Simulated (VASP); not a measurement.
## CdF2: single point with PBE

Crystal: CdF2.

```xyz
3
Lattice="0.0000 2.6104 2.6104 2.6104 0.0000 2.6104 2.6104 2.6104 0.0000" Properties=species:S:1:pos:R:3 pbc="T T T"
Cd    0.0000    0.0000    0.0000
F     1.3052    1.3052    1.3052
F     3.9156    3.9156    3.9156
```

This cell differs from its parent crystal: strain -2.7%.

| Item | Value |
| --- | --- |
| Program | VASP 6.6.1 |
| Task | single point |
| Functional | PBE |
| Potentials or basis | VASP PAW PBE potentials, release 64 (Cd_sv_GW, F) |
| Cutoff | 700 eV |
| k mesh | 8 × 8 × 8 |
| Occupations | fermi-dirac, width 0.02 eV |
| Spin | no spin polarisation |
| Dipole correction | no |
| Further INCAR settings | ALGO = Normal; EDIFF = 1e-06; NBANDS = 24 |

- Pressure: 19.0 GPa
- Band gap on the k mesh: 3.43 eV (least direct gap 3.80 eV)

Levels at points of the mesh, in eV from the valence-band top:
```tsv
k point	band 14	band 15	band 16	band 17	band 18	band 19	band 20	band 21
(0.00, 0.00, 0.00)	-1.25	-0.36	-0.36	-0.36	3.43	13.13	13.13	13.13
(0.50, 0.00, 0.00)	-2.23	-2.23	-0.32	-0.32	7.93	9.44	15.36	15.36
(0.50, 0.50, 0.00)	-3.18	-0.72	-0.10	-0.10	8.81	10.21	12.12	15.14
```

Wall time 16 s on 1 thread of Intel(R) Xeon(R) 6975P-C (Granite Rapids), on a shared host, peak memory 0.2 GiB.

Caveat: the cell differs from its parent crystal (strain -2.7%); the cell stands under pressure. A k mesh can miss the band edges.
